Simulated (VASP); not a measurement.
TaN, 2 atoms in the cell. The structure is cubic, space group Fm-3m (No. 225). Conventional cell: a = 4.396 Å, b = 4.396 Å, c = 4.396 Å, α = 90.00°, β = 90.00°, γ = 90.00°. Ta (site symmetry m-3m) has 6 N at 2.20 Å within 2.9 Å. N (site symmetry m-3m) has 6 Ta at 2.20 Å within 2.9 Å. 

```yaml
Program: VASP 6.6.1
Task: single point
Functional: r2SCAN
Potentials_or_basis: VASP PAW PBE potentials, release 64 (Ta_sv_GW, N)
Cutoff: 770 eV
k_mesh: 10 × 10 × 10
Occupations: fermi-dirac, width 0.05 eV
Spin: no spin polarisation
Dipole_correction: no
Further_INCAR_settings: ALGO = Normal; EDIFF = 1e-06; NBANDS = 16
```

Potentials or basis: VASP PAW PBE potentials, release 64 (Ta_sv_GW, N).

Launch:

```bash
$ cat potpaw_PBE.64/Ta_sv_GW/POTCAR potpaw_PBE.64/N/POTCAR > POTCAR
$ cp INCAR.step1 INCAR
$ mpirun -np 1 vasp_std > vasp.out
$ cp INCAR.step2 INCAR
$ mpirun -np 1 vasp_std > vasp.out
```

Hardware: 1 thread of Intel(R) Xeon(R) Platinum 8488C (Sapphire Rapids), on a shared host.

Task: Estimate the wall time of this run.

Result: Wall time 59 s on 1 thread of Intel(R) Xeon(R) Platinum 8488C (Sapphire Rapids), on a shared host, peak memory 0.19 GiB. Counts: k points 47.
